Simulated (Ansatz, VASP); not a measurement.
**Fe: VASP beside Ansatz**

```
CELL_PARAMETERS angstrom
0.00000 1.94174 1.96511
1.49844 0.00000 1.96511
1.49844 1.94174 0.00000
ATOMIC_POSITIONS crystal
Fe 0.00000 0.00000 0.00000
```

Alike in both runs: task single point; functional PBEsol; k mesh 13 × 13 × 13; occupations fermi-dirac, width 0.05 eV; collinear spin.

|  | VASP | Ansatz |
| --- | --- | --- |
| version | VASP 6.6.1 | Ansatz 0.2.0 |
| potentials or method | VASP PAW PBE potentials, release 64 (Fe) | Ansatz PAW |
| plane-wave cutoff (eV) | 520 | 420 |
| valence electrons in the cell | 8 | 16 |

```csv
,VASP,Ansatz,Ansatz less VASP
gap on the k mesh at the Fermi level (eV),none,none,-
pressure (GPa),-10.3,-10.4,-0.09
"traceless stress, the component that is largest in VASP (GPa)",-5.05,-5.21,-0.158
net moment per atom (μB),2.20,2.18,-0.023
size of the moment on the site where the two differ most (μB),2.19,2.21,+0.023
```

VASP's potentials were made for PBE, not for PBEsol. Site moments also hang on the region over which each program counts them. A gap of «none» marks a metal or a gap that the smearing closes. The functional is the same, so the differences come from potentials, cutoffs and numerics. VASP's potentials hold 8 valence electrons a cell and Ansatz's 16, so a difference there can come from the potentials and not from the codes.
